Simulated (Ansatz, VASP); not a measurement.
Ta in VASP and in Ansatz

```
Ta
1.0
    -1.65128    1.65128    1.65128
     1.65128   -1.65128    1.65128
     1.65128    1.65128   -1.65128
Ta
1
Cartesian
  0.0000 0.0000 0.0000
```

Alike in both runs: functional BLYP; k mesh 11 × 11 × 11; occupations fermi-dirac, width 0.05 eV; no spin polarisation.

```csv
,VASP,Ansatz
version,VASP 6.6.1,Ansatz 0.2.0
potentials or method,"VASP PAW PBE potentials, release 64 (Ta_pv)",Ansatz PAW
plane-wave cutoff (eV),520,420
valence electrons in the cell,11,13
task,single point,band structure
```

|  | VASP | Ansatz | Ansatz less VASP |
| --- | --- | --- | --- |
| gap on the k mesh at the Fermi level (eV) | none | none | - |
| pressure (GPa) | 10.0 | 8.8 | -1.12 |

VASP's potentials were made for PBE, not for BLYP. A gap of «none» marks a metal or a gap that the smearing closes. VASP's potentials hold 11 valence electrons a cell and Ansatz's 13, so a difference there can come from the potentials and not from the codes.

Neither program's run includes spin-orbit coupling.
